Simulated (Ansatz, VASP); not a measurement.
Ag in VASP and in Ansatz

```
Ag
1.0
     0.00000    2.00139    2.00139
     2.00139    0.00000    2.00139
     2.00139    2.00139    0.00000
Ag
1
Direct
  0.00000 0.00000 0.00000
```

Change from the starting cell: volume scaled by 0.94.

Alike in both runs: task single point; functional LDA; k mesh 15 × 15 × 15; occupations fermi-dirac, width 0.05 eV; no spin polarisation.

|  | VASP | Ansatz |
| --- | --- | --- |
| version | VASP 6.6.1 | Ansatz 0.2.0 |
| potentials or method | VASP PAW LDA potentials, release 64 (Ag), cutoff 520 eV | all-electron LAPW, scalar-relativistic |

|  | VASP | Ansatz | Ansatz less VASP |
| --- | --- | --- | --- |
| pressure (GPa) | -0.2 | -0.3 | -0.14 |

LDA's correlation is that of Perdew and Zunger in VASP and of Perdew and Wang (1992) in Ansatz. Ansatz ran all-electron here, and VASP with PAW potentials.
